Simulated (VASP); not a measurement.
TiSi2, 3 atoms in the cell. Symmetry: Immm, No. 71, orthorhombic system. The conventional cell has a = 2.926 Å, b = 3.401 Å, c = 8.368 Å, α = 90.00°, β = 90.00°, γ = 90.00°. Within 3.5 Å of Ti (site symmetry mmm) lie 10 Si at 2.66 to 2.76 Å and 4 Ti at 2.93 to 3.40 Å. Si (site symmetry mm2) has 7 Si at 2.61 to 2.93 Å and 5 Ti at 2.66 to 2.76 Å within 3.4 Å. 

```yaml
Program: VASP 6.6.1
Task: single point
Functional: PBEsol
Potentials_or_basis: VASP PAW PBE potentials, release 64 (Ti_sv, Si)
Cutoff: 520 eV
k_mesh: 12 × 12 × 12
Occupations: fermi-dirac, width 0.05 eV
Spin: no spin polarisation
Dipole_correction: no
Further_INCAR_settings: ALGO = Normal; EDIFF = 1e-06; NBANDS = 17
```

Potentials or basis: VASP PAW PBE potentials, release 64 (Ti_sv, Si).

Run with:

```bash
$ cat potpaw_PBE.64/Ti_sv/POTCAR potpaw_PBE.64/Si/POTCAR > POTCAR
$ mpirun -np 1 vasp_std > vasp.out
```

Hardware: 1 thread of Intel(R) Xeon(R) Platinum 8259CL CPU @ 2.50GHz (Skylake/Cascade Lake), with other jobs on the host.

Task: How long does it take, and how much memory?

Result: Run time: 3.7 min on 1 thread of Intel(R) Xeon(R) Platinum 8259CL CPU @ 2.50GHz (Skylake/Cascade Lake), on a shared host, peak memory 0.34 GiB. Counts: scf iterations 14, k points 280.
